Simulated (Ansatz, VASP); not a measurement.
## Two plane-wave programs on AlCo

File INCAR:

```
PREC = Accurate ; ENCUT = 690
EDIFF = 1E-6 ; ISMEAR = -1
SIGMA = 0.1 ; LREAL = F
LASPH = T ; NELM = 120
ALGO = Normal ; ISIF = 2
LWAVE = F ; LCHARG = F
GGA = PE ; NBANDS = 17
GGA_COMPAT = F
```

The input KPOINTS:

```
Automatic mesh
0
Gamma
  15 15 14
```

File POSCAR:

```
AlCo
1.0
    2.2003647418      0.0000000000      0.0000000000
   -1.1001823709      1.9055717640      0.0000000000
    0.0000000000      0.0000000000      3.2064284937
Co Al
1 1
Direct
    0.0000000000      0.0000000000      0.0000000000
    0.3333333333      0.6666666667      0.5000000000
```

Input for Ansatz:

```yaml
crystal:
  lattice:
    - [2.2003647418, 0.0, 0.0]
    - [-1.1001823709, 1.905571764, 0.0]
    - [0.0, 0.0, 3.2064284937]
  atoms:
    - { symbol: Co, position: [0.0, 0.0, 0.0] }
    - { symbol: Al, position: [0.3333333333, 0.6666666667, 0.5] }
kpoints:
  mp_grid: { grid: [15, 15, 14] }
  band_path:
    path:
      - [0.0, 0.0, 0.0]
      - [0.5, 0.0, 0.0]
      - [0.3333333333, 0.3333333333, 0.0]
      - [0.0, 0.0, 0.0]
      - [0.0, 0.0, 0.5]
      - [0.5, 0.0, 0.5]
      - [0.3333333333, 0.3333333333, 0.5]
      - [0.0, 0.0, 0.5]
      - [0.5, 0.0, 0.5]
    npoints: 8
scf:
  occupations: { method: fermi_dirac, width: 0.1 }
hamiltonian:
  xc: pbe
  pseudopotentials: { kind: paw }
output:
  forces: true
  stress: true
  eigenvalues: true
  populations: true
  dos: { projected: true, de: 0.2, e_range: [-14, 8] }
  write_density: true
  write_potential: true
  elf: true
  volumetric_format: npy
```

Change from the starting cell: volume scaled by 0.55, PAW files.

Alike in both runs: task single point; functional PBE; k mesh 15 × 15 × 14; occupations fermi-dirac, width 0.1 eV; no spin polarisation.

|  | VASP | Ansatz |
| --- | --- | --- |
| version | VASP 6.6.1 | Ansatz 0.2.0 |
| potentials or method | VASP PAW PBE potentials, release 64 (Co_sv, Al) | PAW with Ansatz's default frozen-core files, scalar-relativistic |
| plane-wave cutoff (eV) | 690 | 420 |
| valence electrons in the cell | 20 | 20 |

```csv
,VASP,Ansatz,Ansatz less VASP
pressure (GPa),339.8,338.7,-1.10
"traceless stress, the component that is largest in VASP (GPa)",0.60,0.17,-0.434
```

Both programs put the cell under a high pressure, so it lies far from rest at this level. With one functional, cell and mesh, what is left measures potentials, basis and numerics.

Noted on VASP's run: the cell as given lies far from equilibrium.
